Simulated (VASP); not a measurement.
# NaCl (C2) in VASP: single point with PBEsol

Aim: the single point of NaCl with PBEsol.

Everything below comes from runs of VASP 6.6.1. Logs are shortened: lines on timing, memory, paths and dates and some standing lists are left out, and cuts for length are marked.

## Step 1: The cell of the first run

The structure is monoclinic, space group C2 (No. 5). Conventional cell: a = 6.685 Å, b = 3.916 Å, c = 3.901 Å, α = 90.00°, β = 125.49°, γ = 90.00°. Na (site symmetry 2) has 6 Cl at 2.63 to 2.91 Å within 3.5 Å. Cl (site symmetry 2) has 6 Na at 2.63 to 2.91 Å within 3.5 Å.

## Step 2: Single point, PBEsol (strained and its atoms moved)

Input file INCAR:

```
PREC     = Accurate       # precision mode
ENCUT    = 520            # plane-wave cutoff, eV
EDIFF    = 1E-6           # SCF threshold, eV
ISMEAR   = 0              # smearing method
SIGMA    = 0.02           # smearing width, eV
LREAL    = F              # projectors in reciprocal space
LASPH    = T              # aspherical terms in the spheres
NELM     = 100            # most SCF steps
ALGO     = Normal         # electronic algorithm
ISIF     = 2              # what is computed and relaxed
LWAVE    = F              # write WAVECAR
LCHARG   = T              # write CHGCAR
GGA      = PS             # functional
LELF     = T              # ELF
LVHAR    = T            
NBANDS   = 14             # bands
```

Input file KPOINTS:

```
Automatic mesh
0
Gamma
  8 8 8
```

Input file POSCAR:

```
NaCl
1.0
   -0.0015857800      2.7248797550      2.7673560050
    2.7586342150      0.0071360100      2.7586342150
    2.7673560050      2.7248797550     -0.0015857800
Na Cl
1 1
Direct
   -0.0249706641      0.0000000000      0.0249706641
    0.5249706641      0.5000000000      0.4750293359
```

Potentials or basis: VASP PAW PBE potentials, release 64 (Na_pv, Cl).

Launch:

```console
cat potpaw_PBE.64/Na_pv/POTCAR potpaw_PBE.64/Cl/POTCAR > POTCAR
mpirun -np 1 vasp_std > vasp.out
```

OUTCAR:

```text
PREC = Accurate
   ENCUT = 520
   EDIFF = 1E-6
   ISMEAR = 0
   LREAL = F
   LASPH = T
   NELM = 100
   ISIF = 2
   GGA = PS

 ion  position               nearest neighbor table
   1  0.975  0.000  0.025-   2 2.63   2 2.63   2 2.73   2 2.73
   2  0.525  0.500  0.475-   1 2.63   1 2.63   1 2.73   1 2.73

  LATTYP: Found a base centered monoclinic cell.
 ALAT       =     6.6847594570
 B/A-ratio  =     0.5857914635
 C/A-ratio  =     0.5836117922
 COS(beta)  =    -0.5806128638

  Lattice vectors:

 A1 = (   0.0087217900,   2.7177437450,  -2.7602199950)
 A2 = (  -2.7602199950,   2.7177437450,   0.0087217900)
 A3 = (   2.7586342150,   0.0071360100,   2.7586342150)

Analysis of symmetry for initial positions (statically):
=====================================================================
 Subroutine PRICEL returns:
 Original cell was already a primitive cell.

 Routine SETGRP: Setting up the symmetry group for a
 base centered monoclinic supercell.

 Subroutine GETGRP returns: Found  2 space group operations
 (whereof  2 operations were pure point group operations)
 out of a pool of  4 trial point group operations.

The static configuration has the point symmetry C_2 .

Analysis of symmetry for dynamics (positions and initial velocities):
=====================================================================
 Subroutine PRICEL returns:
 Original cell was already a primitive cell.

 Routine SETGRP: Setting up the symmetry group for a
 base centered monoclinic supercell.

 Subroutine GETGRP returns: Found  2 space group operations
 (whereof  2 operations were pure point group operations)
 out of a pool of  4 trial point group operations.

The dynamic configuration has the point symmetry C_2 .

 Subroutine INISYM returns: Found  2 space group operations
 (whereof  2 operations are pure point group operations),
 and found     1 'primitive' translations

----------------------------------------------------------------------------------------

                                     Primitive cell

  volume of cell :      41.5733

  direct lattice vectors                    reciprocal lattice vectors
    -0.001585780  2.724879755  2.767356005    -0.180812042  0.183735544  0.180336757
     2.758634215  0.007136010  2.758634215     0.181487369 -0.184210830  0.181487369
     2.767356005  2.724879755 -0.001585780     0.180336757  0.183735544 -0.180812042

  length of vectors
     3.883713616  3.901304447  3.883713616     0.314599890  0.315925561  0.314599890

  position of ions in fractional coordinates (direct lattice)
     0.975029336  0.000000000  0.024970664
     0.524970664  0.500000000  0.475029336

  ion indices of the primitive-cell ions
   primitive index   ion index
                 1           1
                 2           2

----------------------------------------------------------------------------------------

 KPOINTS: Automatic mesh

Automatic generation of k-mesh.
 Grid dimensions read from file:
 generate k-points for:    8    8    8

 Generating k-lattice:

  Cartesian coordinates                     Fractional coordinates (reciprocal lattice)
    -0.022601505  0.022966943  0.022542095     0.125000000 -0.000000000  0.000000000
     0.022685921 -0.023026354  0.022685921     0.000000000  0.125000000  0.000000000
     0.022542095  0.022966943 -0.022601505     0.000000000 -0.000000000  0.125000000

  Length of vectors
     0.039324986  0.039490695  0.039324986

  Shift w.r.t. Gamma in fractional coordinates (k-lattice)
     0.000000000  0.000000000  0.000000000

 Subroutine IBZKPT returns following result:
 ===========================================

 Found    150 irreducible k-points:

 Following reciprocal coordinates:
            Coordinates               Weight
  0.000000  0.000000  0.000000      1.000000
  0.125000  0.000000 -0.000000      4.000000
  0.250000  0.000000 -0.000000      4.000000
  0.375000  0.000000  0.000000      4.000000
  0.500000  0.000000 -0.000000      2.000000
  0.000000  0.125000 -0.000000      2.000000
[... 16 lines left out ...]
  0.125000  0.375000 -0.000000      4.000000
  0.250000  0.375000 -0.000000      4.000000
 [... further k-points ...]
   k-points           NKPTS =    150   k-points in BZ     NKDIM =    150   number of bands    NBANDS=     14
   number of dos      NEDOS =    301   number of ions     NIONS =      2
   total plane-waves  NPLWV =  27000
   dimension x,y,z NGX =    30 NGY =   30 NGZ =   30
   dimension x,y,z NGXF=    60 NGYF=   60 NGZF=   60
   ions per type =               1   1
   NGX,Y,Z   is equivalent  to a cutoff of  12.84, 12.78, 12.84 a.u.
   NGXF,Y,Z  is equivalent  to a cutoff of  25.68, 25.57, 25.68 a.u.
 SYSTEM =  unknown system
   PREC   = accura    normal or accurate (medium, high low for compatibility)
   ISTART =      0    job   : 0-new  1-cont  2-samecut
   ICHARG =      2    charge: 1-file 2-atom 10-const
   ISPIN  =      1    spin polarized calculation?
   LNONCOLLINEAR =      F non collinear calculations
   LSORBIT =      F    spin-orbit coupling
   LASPH  =      T    aspherical Exc in radial PAW
   ENCUT  =  520.0 eV  38.22 Ry    6.18 a.u.   7.22  7.25  7.22*2*pi/ulx,y,z
   NELM   =    100;   NELMIN=  2; NELMDL= -5     # of ELM steps
   EDIFF  = 0.1E-05   stopping-criterion for ELM
   LREAL  =      F    real-space projection
   EDIFFG = 0.1E-04   stopping-criterion for IOM
   NSW    =      0    number of steps for IOM
   IBRION =     -1    ionic relax: 0-MD 1-quasi-New 2-CG
   NFREE  =      0    steps in history (QN), initial steepest desc. (CG)
   ISIF   =      2    stress and relaxation
   ISYM   =      2    0-nonsym 1-usesym 2-fastsym
   POTIM  = 0.5000    time-step for ionic-motion
   TEBEG  =    0.0;   TEEND  =   0.0 temperature during run
   PSTRESS=    0.0 pullay stress
   NELECT =      14.0000    total number of electrons
   NUPDOWN=      -1.0000    fix difference up-down
   EMIN   =  10.00;   EMAX   =-10.00  energy-range for DOS
   EFERMI =   0.00;   METHOD = LEGACY
   ISMEAR =     0;   SIGMA  =   0.02  broadening in eV -4-tet -1-fermi 0-gaus
   EFERMI_NEDOS =   21; number of points for ismear=-14 and -15
   IALGO  =     38    algorithm
   IMIX   =      4    mixing-type and parameters
     AMIX     =   0.40;   BMIX     =  1.00
     AMIX_MAG =   1.60;   BMIX_MAG =  1.00
  volume/ion in A,a.u.               =      20.79       140.28
  Fermi-wavevector in a.u.,A,eV,Ry     =   1.138971  2.152343 17.650219  1.297254
  Thomas-Fermi vector in A             =   2.275675
   LORBIT       =      0    0 simple, 1 ext, 2 COOP (PROOUT), +10 PAW based schemes
   GGA     = PS    functional components
   LHFCALC =     F    Hartree Fock is set to
   AEXX    =    0.0000 exact exchange contribution
   IVDW    =     0    specifies the selected vdW correction
   LEPSILON=     F    determine dielectric tensor
   LRPA    =     F    only Hartree local field effects (RPA)
 non-spin polarized calculation
 Gauss-broadening in eV      SIGMA  =   0.02
  energy-cutoff  :      520.00
  volume of cell :       41.57
 maximum number of plane-waves:      1134
 NGX is ok and might be reduce to    30
   NGX = 15   NGY = 15   NGZ = 15

 number of electron      14.0000000 magnetization

 Free energy of the ion-electron system (eV)
  ---------------------------------------------------
  ext. energy  EPLUGINS =         0.00000000
  ---------------------------------------------------
  free energy    TOTEN  =        -6.95056453 eV

  energy without entropy =       -6.95056453  energy(sigma->0) =       -6.95056453

 E-fermi :  -0.1658     XC(G=0):  -8.6650

 val. band max:       -0.3287240217   @ k =   0.0000   0.0000   0.0000
 cond. band min:       4.8979935672   @ k =   0.0000   0.0000   0.0000
 fundamental gap:      5.2267175889
 Fermi energy:        -0.1657848902

 k-point     1 :       0.0000    0.0000    0.0000
  band No.  band energies     occupation
      1     -20.8370      2.00000
      2     -20.8352      2.00000
      3     -20.8326      2.00000
      4     -13.1594      2.00000
      5      -0.3442      2.00000
      6      -0.3321      2.00000
      7      -0.3287      2.00000
      8       4.8980      0.00000
      9      10.7109      0.00000
     10      10.7250      0.00000
     11      10.8461      0.00000
     12      13.0309      0.00000
     13      13.1951      0.00000
     14      14.5162      0.00000

 k-point     2 :       0.1250    0.0000   -0.0000
  band No.  band energies     occupation
      1     -20.8427      2.00000
      2     -20.8357      2.00000
      3     -20.8339      2.00000
      4     -13.0999      2.00000
      5      -0.7607      2.00000
      6      -0.3892      2.00000
      7      -0.3767      2.00000
      8       5.4334      0.00000
      9      10.1933      0.00000
     10      10.9188      0.00000
     11      11.0206      0.00000
     12      12.7964      0.00000
     13      12.9341      0.00000
     14      15.5755      0.00000

 k-point     3 :       0.2500    0.0000   -0.0000
  band No.  band energies     occupation
      1     -20.8580      2.00000
      2     -20.8369      2.00000
      3     -20.8351      2.00000
      4     -12.9515      2.00000
      5      -1.5937      2.00000
      6      -0.5045      2.00000
      7      -0.4841      2.00000
      8       6.4129      0.00000
      9       9.7038      0.00000
     10      11.0489      0.00000
     11      11.1912      0.00000
     12      13.0573      0.00000
     13      13.1067      0.00000
     14      15.7279      0.00000
[... 324 lines left out ...]
 k-point    23 :       0.1250    0.3750   -0.0000
  band No.  band energies     occupation
      1     -20.8679      2.00000
      2     -20.8409      2.00000
      3     -20.8374      2.00000
      4     -12.8138      2.00000
      5      -2.0431      2.00000
      6      -0.7245      2.00000
      7      -0.6723      2.00000
      8       7.1548      0.00000
      9       9.5237      0.00000
     10      10.3638      0.00000
     11      11.3743      0.00000
     12      13.4932      0.00000
     13      14.8380      0.00000
     14      16.2742      0.00000

 k-point    24 :       0.2500    0.3750   -0.0000
  band No.  band energies     occupation
      1     -20.8627      2.00000
      2     -20.8440      2.00000
      3     -20.8407      2.00000
      4     -12.7944      2.00000
      5      -1.9233      2.00000
      6      -0.8954      2.00000
      7      -0.8040      2.00000
      8       7.5772      0.00000
      9       8.4290      0.00000
     10      10.1276      0.00000
     11      12.4729      0.00000
     12      13.3657      0.00000
     13      14.9655      0.00000
     14      18.3185      0.00000

 [... further k-points ...]

------------------------ aborting loop because EDIFF is reached ----------------------------------------

  FORCE on cell =-STRESS in cart. coord.  units (eV):
  Direction    XX          YY          ZZ          XY          YZ          ZX
  --------------------------------------------------------------------------------------
  -------------------------------------------------------------------------------------
  Total        0.5811245      0.5603035      0.5811245     -0.0079397     -0.0079397      0.0761265
  in kB       22.3957189     21.5933083     22.3957189     -0.3059855     -0.3059859      2.9338075
  external PRESSURE =      22.1282487 kB  Pullay stress =       0.0000000 kB

 VOLUME and BASIS-vectors are now :
 -----------------------------------------------------------------------------
  energy-cutoff  :      520.00
  volume of cell :       41.57
      direct lattice vectors                 reciprocal lattice vectors
    -0.001585780  2.724879755  2.767356005    -0.180812042  0.183735544  0.180336757
     2.758634215  0.007136010  2.758634215     0.181487369 -0.184210830  0.181487369
     2.767356005  2.724879755 -0.001585780     0.180336757  0.183735544 -0.180812042

 POSITION                                       TOTAL-FORCE (eV/Angst)
 -----------------------------------------------------------------------------------
      0.06756      2.72488      2.69821        -0.248831      0.000000      0.248831
      2.69306      2.72845      2.83134         0.248831      0.000000     -0.248831
 -----------------------------------------------------------------------------------
    total drift:                               -0.000215      0.000000      0.000215

  FREE ENERGIE OF THE ION-ELECTRON SYSTEM (eV)
  ---------------------------------------------------
  free  energy   TOTEN  =        -6.9505645278 eV

  energy  without entropy=       -6.9505645278  energy(sigma->0) =       -6.95056453
```

Run time: 37 s. Hardware: 1 thread of Intel Xeon 6975P-C (Granite Rapids), shared host; peak memory 0.21 GiB.

What came out:

```
Free energy            : -6.9506 eV
Pressure               : 2.2 GPa
Largest force          : 0.352 eV/Å
Band gap on the k mesh : 5.23 eV, direct
```

Forces in eV/Å, atoms in the order of the input:
```
Na  -0.249  0.000  0.249
Cl   0.249  0.000 -0.249
```

Caveat: the cell differs from its parent crystal (strained and its atoms moved); the PAW data sets were made with another functional, which shifts forces and pressure a little.
